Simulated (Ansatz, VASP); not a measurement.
Two plane-wave programs on NiO2

```
Ni O
1.0
     2.78453    0.00000    0.00000
    -1.39226    2.41147    0.00000
     0.00000    0.00000    4.87891
Ni O
1 2
Direct
  0.00000 0.00000 0.50000
  0.66667 0.33333 0.69121
  0.33333 0.66667 0.30879
```

Alike in both runs: task single point; functional PBEsol; k mesh 12 × 12 × 6; occupations gaussian, width 0.05 eV; no spin polarisation.

|  | VASP | Ansatz |
| --- | --- | --- |
| version | VASP 6.6.1 | Ansatz 0.2.0 |
| potentials or method | VASP PAW PBE potentials, release 64 (Ni_sv_GW, O), cutoff 600 eV | scalar-relativistic, plane waves, PAW |
| valence electrons in the cell | 30 | 30 |

Ansatz gave:

- gap on the k mesh at the Fermi level (eV): 1.04
- least direct gap on the mesh (eV): 1.28
- pressure (GPa): 0.0
- traceless stress, the component that is largest in VASP (GPa): 0.03
- rms of the force components (eV/Å): 0.000

What did VASP give for the same quantities?

gap on the k mesh at the Fermi level (eV): 1.03; least direct gap on the mesh (eV): 1.27; pressure (GPa): -1.0; traceless stress, the component that is largest in VASP (GPa): -0.36; rms of the force components (eV/Å): 0.019.

VASP's potentials were made for PBE, not for PBEsol. Atom by atom the forces differ by 0.018 eV/Å (rms over components). The functional is the same, so the differences come from potentials, cutoffs and numerics.
